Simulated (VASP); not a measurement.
# LiF (P6_3mc) in VASP: notebook

LiF is run at these levels: PBE, r2SCAN; tasks: single point.

Program: VASP 6.6.1. These are calculated values, not measurements. Logs are shortened: lines on timing, memory, paths and dates and some standing lists are left out, and cuts for length are marked.

**1. The cell of the first run**

The structure is hexagonal, space group P6_3mc (No. 186). Conventional cell: a = 3.186 Å, b = 3.186 Å, c = 5.000 Å, α = 90.00°, β = 90.00°, γ = 120.00°. Li (site symmetry 3m) has 4 F at 1.92 to 1.93 Å within 2.6 Å. F (site symmetry 3m) has 4 Li at 1.92 to 1.93 Å within 2.6 Å.

**2. Single point, PBE (10.99 Å³/atom)**

The input, INCAR:

```
SYSTEM = LiF
  PREC = Accurate
  ENCUT = 520
  EDIFF = 1E-6
  ISMEAR = 0
  SIGMA = 0.01
  LREAL = .False.
  LASPH = .True.
  NELM = 60
  ALGO = Normal
  ISIF = 2
  LWAVE = .False.
  LCHARG = .False.
  GGA = PE
  NBANDS = 18
```

The input, KPOINTS:

```
regular mesh
0
Gamma
  9 9 4
  0 0 0
```

The input, POSCAR:

```
LiF
1.0
    3.1858730429      0.0000000000      0.0000000000
   -1.5929365214      2.7590469884      0.0000000000
    0.0000000000      0.0000000000      5.0002506136
Li F
2 2
Direct
    0.3333333333      0.6666666667      0.3808966878
    0.6666666667      0.3333333333      0.8808966878
    0.3333333333      0.6666666667      0.9941013122
    0.6666666667      0.3333333333      0.4941013122
```

Potentials or basis: VASP PAW PBE potentials, release 64 (Li_sv, F).

Command:

```bash
> cat potpaw_PBE.64/Li_sv/POTCAR potpaw_PBE.64/F/POTCAR > POTCAR
> mpirun -np 1 vasp_std > vasp.out
```

OUTCAR:

```text
SYSTEM = LiF
   PREC = Accurate
   ENCUT = 520
   EDIFF = 1E-6
   ISMEAR = 0
   LREAL = .False.
   LASPH = .True.
   NELM = 60
   ISIF = 2
   GGA = PE

 ion  position               nearest neighbor table
   1  0.333  0.667  0.381-   4 1.92   4 1.92   4 1.92   3 1.93
   2  0.667  0.333  0.881-   3 1.92   3 1.92   3 1.92   4 1.93
   3  0.333  0.667  0.994-   2 1.92   2 1.92   2 1.92   1 1.93
   4  0.667  0.333  0.494-   1 1.92   1 1.92   1 1.92   2 1.93

  LATTYP: Found a hexagonal cell.
 ALAT       =     3.1858730429
 C/A-ratio  =     1.5695071794

  Lattice vectors:

 A1 = (   3.1858730429,   0.0000000000,   0.0000000000)
 A2 = (  -1.5929365214,   2.7590469884,   0.0000000000)
 A3 = (   0.0000000000,   0.0000000000,   5.0002506136)

Analysis of symmetry for initial positions (statically):
=====================================================================
 Subroutine PRICEL returns:
 Original cell was already a primitive cell.

 Routine SETGRP: Setting up the symmetry group for a
 hexagonal supercell.

 Subroutine GETGRP returns: Found 12 space group operations
 (whereof  6 operations were pure point group operations)
 out of a pool of 24 trial point group operations.

The static configuration has the point symmetry C_3v.
 The point group associated with its full space group is C_6v.

Analysis of symmetry for dynamics (positions and initial velocities):
=====================================================================
 Subroutine PRICEL returns:
 Original cell was already a primitive cell.

 Routine SETGRP: Setting up the symmetry group for a
 hexagonal supercell.

 Subroutine GETGRP returns: Found 12 space group operations
 (whereof  6 operations were pure point group operations)
 out of a pool of 24 trial point group operations.

The dynamic configuration has the point symmetry C_3v.
 The point group associated with its full space group is C_6v.

 Subroutine INISYM returns: Found 12 space group operations
 (whereof  6 operations are pure point group operations),
 and found     1 'primitive' translations

----------------------------------------------------------------------------------------

                                     Primitive cell

  volume of cell :      43.9521

[... 91 lines left out ...]
   NELM   =     60;   NELMIN=  2; NELMDL= -5     # of ELM steps
   EDIFF  = 0.1E-05   stopping-criterion for ELM
   LREAL  =      F    real-space projection
   EDIFFG = 0.1E-04   stopping-criterion for IOM
   NSW    =      0    number of steps for IOM
   IBRION =     -1    ionic relax: 0-MD 1-quasi-New 2-CG
   NFREE  =      0    steps in history (QN), initial steepest desc. (CG)
   ISIF   =      2    stress and relaxation
   ISYM   =      2    0-nonsym 1-usesym 2-fastsym
   POTIM  = 0.5000    time-step for ionic-motion
   TEBEG  =    0.0;   TEEND  =   0.0 temperature during run
   PSTRESS=    0.0 pullay stress
   NELECT =      20.0000    total number of electrons
   NUPDOWN=      -1.0000    fix difference up-down
   EMIN   =  10.00;   EMAX   =-10.00  energy-range for DOS
   EFERMI =   0.00;   METHOD = LEGACY
   ISMEAR =     0;   SIGMA  =   0.01  broadening in eV -4-tet -1-fermi 0-gaus
   EFERMI_NEDOS =   21; number of points for ismear=-14 and -15
   IALGO  =     38    algorithm
   IMIX   =      4    mixing-type and parameters
     AMIX     =   0.40;   BMIX     =  1.00
     AMIX_MAG =   1.60;   BMIX_MAG =  1.00
  volume/ion in A,a.u.               =      10.99        74.15
  Fermi-wavevector in a.u.,A,eV,Ry     =   1.259191  2.379527 21.572891  1.585563
  Thomas-Fermi vector in A             =   2.392763
   LORBIT       =      0    0 simple, 1 ext, 2 COOP (PROOUT), +10 PAW based schemes
   GGA     = PE    functional components
   LHFCALC =     F    Hartree Fock is set to
   AEXX    =    0.0000 exact exchange contribution
   IVDW    =     0    specifies the selected vdW correction
   LEPSILON=     F    determine dielectric tensor
   LRPA    =     F    only Hartree local field effects (RPA)
 non-spin polarized calculation
 Gauss-broadening in eV      SIGMA  =   0.01
  energy-cutoff  :      520.00
  volume of cell :       43.95
 maximum number of plane-waves:      1198
 NGX is ok and might be reduce to    24
   NGX = 11   NGY = 11   NGZ = 19

 number of electron      20.0000018 magnetization

 Free energy of the ion-electron system (eV)
  ---------------------------------------------------
  ext. energy  EPLUGINS =         0.00000000
  ---------------------------------------------------
  free energy    TOTEN  =       -19.28121264 eV

  energy without entropy =      -19.28121264  energy(sigma->0) =      -19.28121264

 E-fermi :  -2.7297     XC(G=0):  -8.3939

 val. band max:       -2.9100972360   @ k =   0.0000   0.0000   0.0000
 cond. band min:       4.3918308107   @ k =   0.0000   0.0000   0.0000
 fundamental gap:      7.3019280467
 Fermi energy:        -2.7296665562

 k-point     1 :       0.0000    0.0000    0.0000
  band No.  band energies     occupation
      1     -43.6384      2.00000
      2     -43.6126      2.00000
      3     -22.1831      2.00000
      4     -21.9894      2.00000
      5      -4.7828      2.00000
      6      -3.3102      2.00000
[... 481 lines left out ...]
      5      -4.5401      2.00000
      6      -4.0139      2.00000
[... 10 lines left out ...]
     17      15.4286      0.00000
     18      16.9950      0.00000

 [... further k-points ...]

------------------------ aborting loop because EDIFF is reached ----------------------------------------

  FORCE on cell =-STRESS in cart. coord.  units (eV):
  Direction    XX          YY          ZZ          XY          YZ          ZX
  --------------------------------------------------------------------------------------
  -------------------------------------------------------------------------------------
  Total       -0.8106207     -0.8106207     -0.7769065     -0.0000000      0.0000000      0.0000000
  in kB      -29.5494187    -29.5494187    -28.3204411     -0.0000000      0.0000000      0.0000000
  external PRESSURE =     -29.1397595 kB  Pullay stress =       0.0000000 kB

 VOLUME and BASIS-vectors are now :
 -----------------------------------------------------------------------------
  energy-cutoff  :      520.00
  volume of cell :       43.95
      direct lattice vectors                 reciprocal lattice vectors
     3.185873043  0.000000000  0.000000000     0.313885703  0.181221995  0.000000000
    -1.592936521  2.759046988  0.000000000     0.000000000  0.362443990  0.000000000
     0.000000000  0.000000000  5.000250614     0.000000000  0.000000000  0.199989976

 POSITION                                       TOTAL-FORCE (eV/Angst)
 -----------------------------------------------------------------------------------
     -0.00000      1.83936      1.90458         0.000000      0.000000     -0.007714
      1.59294      0.91968      4.40470        -0.000000      0.000000     -0.007714
     -0.00000      1.83936      4.97076        -0.000000      0.000000      0.007714
      1.59294      0.91968      2.47063         0.000000      0.000000      0.007714
 -----------------------------------------------------------------------------------
    total drift:                                0.000000      0.000000     -0.002387

  FREE ENERGIE OF THE ION-ELECTRON SYSTEM (eV)
  ---------------------------------------------------
  free  energy   TOTEN  =       -19.2812126358 eV

  energy  without entropy=      -19.2812126358  energy(sigma->0) =      -19.28121264
```

Run time: 17 s. Hardware: 1 thread of Intel Xeon Platinum 8488C (Sapphire Rapids), shared host; peak memory 0.16 GiB.

What came out:

* Free energy: -19.2812 eV
* Largest force: 0.008 eV/Å
* Band gap on the k mesh: 7.30 eV

Forces on the atoms (eV/Å):
```
Li   0.000  0.000 -0.008
Li   0.000  0.000 -0.008
F    0.000  0.000  0.008
F    0.000  0.000  0.008
```

Levels at points of the mesh, in eV from the valence-band top:
```
           k point  band 8  band 9  band 10  band 11  band 12  band 13
(0.00, 0.00, 0.00)   -0.13   -0.13     0.00     7.30    11.43    14.30
(0.00, 0.00, 0.50)   -0.26   -0.26    -0.26     8.92     8.92    16.77
```

Caveat: the cutoff is under 1.25 times the usual one of these potentials, so pressure, stress and relaxed cells hold a basis-set (Pulay) error; an odd mesh through Γ misses points on the zone boundary, where band edges can lie.

**3. Single point, r2SCAN (9.24 Å³/atom)**

This run uses another cell than the first one, of 9.24 Å³/atom.

The input, POSCAR:

```
LiF
1.0
    3.0181556885      0.0000000000      0.0000000000
   -1.5090778442      2.6137994988      0.0000000000
    0.0000000000      0.0000000000      4.6875485436
Li F
2 2
Direct
    0.3333333333      0.6666666667      0.3824388605
    0.6666666667      0.3333333333      0.8824388605
    0.3333333333      0.6666666667      0.9925591395
    0.6666666667      0.3333333333      0.4925591395
```

The input, INCAR.step1:

```
  ALGO = Normal
  EDIFF = 1E-4
  ENCUT = 520
  GGA = PE
  ISMEAR = 0
  LASPH = True
  LCHARG = False
  LREAL = False
  LWAVE = True
  NBANDS = 18
  NELM = 80
  PREC = Accurate
  SIGMA = 0.01
```

The input, INCAR.step2:

```
  ALGO = Normal
  EDIFF = 1E-6
  ENCUT = 520
  ISIF = 2
  ISMEAR = 0
  ISTART = 1
  LASPH = True
  LCHARG = False
  LMIXTAU = True
  LREAL = False
  LWAVE = False
  METAGGA = R2SCAN
  NBANDS = 18
  NELM = 80
  PREC = Accurate
  SIGMA = 0.01
```

The input, KPOINTS:

```
k-points
0
Gamma
  9 9 4
```

Potentials or basis: VASP PAW PBE potentials, release 64 (Li_sv, F).

Command:

```bash
> cat potpaw_PBE.64/Li_sv/POTCAR potpaw_PBE.64/F/POTCAR > POTCAR
> cp INCAR.step1 INCAR
> mpirun -np 1 vasp_std > vasp.out
> cp INCAR.step2 INCAR
> mpirun -np 1 vasp_std > vasp.out
```

Run time: 78 s. Hardware: 1 thread of Intel Xeon Platinum 8488C (Sapphire Rapids), shared host; peak memory 0.16 GiB.

Results (log left out):

- Free energy: -23.6253 eV
- Largest force: 0.020 eV/Å
- Band gap on the k mesh: 8.99 eV

Forces on the atoms (eV/Å):
```
Li   0.000  0.000  0.020
Li   0.000  0.000  0.020
F    0.000  0.000 -0.020
F    0.000  0.000 -0.020
```

Levels at points of the mesh, in eV from the valence-band top:
| k point | band 7 | band 8 | band 9 | band 10 | band 11 | band 12 | band 13 | band 14 |
| --- | --- | --- | --- | --- | --- | --- | --- | --- |
| (0.00, 0.00, 0.00) | -0.56 | -0.20 | -0.20 | 0.00 | 8.99 | 13.55 | 17.11 | 20.40 |
| (0.00, 0.00, 0.50) | -0.38 | -0.38 | -0.38 | -0.38 | 10.78 | 10.78 | 19.56 | 19.56 |

Caveat: the cutoff is under 1.25 times the usual one of these potentials, so pressure, stress and relaxed cells hold a basis-set (Pulay) error; the PAW data sets were made with another functional, which shifts forces and pressure a little; an odd mesh through Γ misses points on the zone boundary, where band edges can lie.

**4. Single point, r2SCAN (9.54 Å³/atom)**

This run uses another cell than the first one, of 9.54 Å³/atom.

The input, POSCAR:

```
LiF
1.0
    3.0499280832      0.0000000000      0.0000000000
   -1.5249640416      2.6413151998      0.0000000000
    0.0000000000      0.0000000000      4.7368947861
Li F
2 2
Direct
    0.3333333333      0.6666666667      0.3824388605
    0.6666666667      0.3333333333      0.8824388605
    0.3333333333      0.6666666667      0.9925591395
    0.6666666667      0.3333333333      0.4925591395
```

The input, INCAR.step1:

```
  PREC = Accurate
  ENCUT = 520
  ISMEAR = 0
  SIGMA = 0.01
  LREAL = False
  LASPH = True
  NELM = 60
  NBANDS = 18
  GGA = PE
  ALGO = Normal
  EDIFF = 1E-4
  LWAVE = True
  LCHARG = False
```

The input, INCAR.step2:

```
  PREC = Accurate
  ENCUT = 520
  EDIFF = 1E-6
  ISMEAR = 0
  SIGMA = 0.01
  LREAL = False
  LASPH = True
  NELM = 60
  ALGO = Normal
  ISIF = 2
  LWAVE = False
  LCHARG = False
  METAGGA = R2SCAN
  LMIXTAU = True
  NBANDS = 18
  ISTART = 1
```

The input, KPOINTS:

```
Automatic mesh
0
Gamma
  9 9 4
```

Potentials or basis: VASP PAW PBE potentials, release 64 (Li_sv, F).

Command:

```bash
> cat potpaw_PBE.64/Li_sv/POTCAR potpaw_PBE.64/F/POTCAR > POTCAR
> cp INCAR.step1 INCAR
> mpirun -np 1 vasp_std > vasp.out
> cp INCAR.step2 INCAR
> mpirun -np 1 vasp_std > vasp.out
```

OUTCAR:

```text
PREC = Accurate
   ENCUT = 520
   EDIFF = 1E-6
   ISMEAR = 0
   LREAL = False
   LASPH = True
   NELM = 60
   ISIF = 2
   METAGGA = R2SCAN
   ISTART = 1

 ion  position               nearest neighbor table
   1  0.333  0.667  0.382-   4 1.84   4 1.84   4 1.84   3 1.85
   2  0.667  0.333  0.882-   3 1.84   3 1.84   3 1.84   4 1.85
   3  0.333  0.667  0.993-   2 1.84   2 1.84   2 1.84   1 1.85
   4  0.667  0.333  0.493-   1 1.84   1 1.84   1 1.84   2 1.85

  LATTYP: Found a hexagonal cell.
 ALAT       =     3.0499280832
 C/A-ratio  =     1.5531168791

  Lattice vectors:

 A1 = (   3.0499280832,   0.0000000000,   0.0000000000)
 A2 = (  -1.5249640416,   2.6413151998,   0.0000000000)
 A3 = (   0.0000000000,   0.0000000000,   4.7368947861)

Analysis of symmetry for initial positions (statically):
=====================================================================
 Subroutine PRICEL returns:
 Original cell was already a primitive cell.

 Routine SETGRP: Setting up the symmetry group for a
 hexagonal supercell.
[... 173 lines left out ...]

 E-fermi :  -2.8161     XC(G=0):  -9.5507

 val. band max:       -2.8868889696   @ k =   0.0000   0.0000   0.0000
 cond. band min:       5.9491290958   @ k =   0.0000   0.0000   0.0000
 fundamental gap:      8.8360180655
 Fermi energy:        -2.8161225476

 k-point     1 :       0.0000    0.0000    0.0000
  band No.  band energies     occupation
      1     -44.3496      2.00000
      2     -44.2992      2.00000
      3     -23.5380      2.00000
      4     -23.2914      2.00000
      5      -5.1765      2.00000
      6      -3.4262      2.00000
[... 481 lines left out ...]
      5      -4.9353      2.00000
      6      -4.2091      2.00000
[... 10 lines left out ...]
     17      17.7845      0.00000
     18      20.4587      0.00000

 [... further k-points ...]

------------------------ aborting loop because EDIFF is reached ----------------------------------------

  FORCE on cell =-STRESS in cart. coord.  units (eV):
  Direction    XX          YY          ZZ          XY          YZ          ZX
  --------------------------------------------------------------------------------------
  -------------------------------------------------------------------------------------
  Total        0.3577479      0.3577479      0.3494581      0.0000000      0.0000000      0.0000000
  in kB       15.0204917     15.0204917     14.6724337      0.0000000      0.0000000      0.0000000
  external PRESSURE =      14.9044723 kB  Pullay stress =       0.0000000 kB

 VOLUME and BASIS-vectors are now :
 -----------------------------------------------------------------------------
  energy-cutoff  :      520.00
  volume of cell :       38.16
      direct lattice vectors                 reciprocal lattice vectors
     3.049928083  0.000000000  0.000000000     0.327876584  0.189299634  0.000000000
    -1.524964042  2.641315200  0.000000000     0.000000000  0.378599268  0.000000000
     0.000000000  0.000000000  4.736894786     0.000000000  0.000000000  0.211108763

 POSITION                                       TOTAL-FORCE (eV/Angst)
 -----------------------------------------------------------------------------------
     -0.00000      1.76088      1.81157         0.000000     -0.000000      0.010084
      1.52496      0.88044      4.18002        -0.000000     -0.000000      0.010084
     -0.00000      1.76088      4.70165         0.000000     -0.000000     -0.010084
      1.52496      0.88044      2.33320         0.000000      0.000000     -0.010084
 -----------------------------------------------------------------------------------
    total drift:                                0.000001      0.000002      0.078970

  FREE ENERGIE OF THE ION-ELECTRON SYSTEM (eV)
  ---------------------------------------------------
  free  energy   TOTEN  =       -23.6493635314 eV

  energy  without entropy=      -23.6493635314  energy(sigma->0) =      -23.64936353
```

Wall time 86 s (1 thread of Intel Xeon Platinum 8488C (Sapphire Rapids), shared host); peak memory 0.16 GiB.

What came out:

```
Free energy            : -23.6494 eV
Largest force          : 0.010 eV/Å
Band gap on the k mesh : 8.84 eV
```

Forces in eV/Å, atoms in the order of the input:
```
Li   0.000  0.000  0.010
Li   0.000  0.000  0.010
F    0.000  0.000 -0.010
F    0.000  0.000 -0.010
```

Caveat: the cutoff is under 1.25 times the usual one of these potentials, so pressure, stress and relaxed cells hold a basis-set (Pulay) error; the PAW data sets were made with another functional, which shifts forces and pressure a little; an odd mesh through Γ misses points on the zone boundary, where band edges can lie.

[end of part 1 of 2]
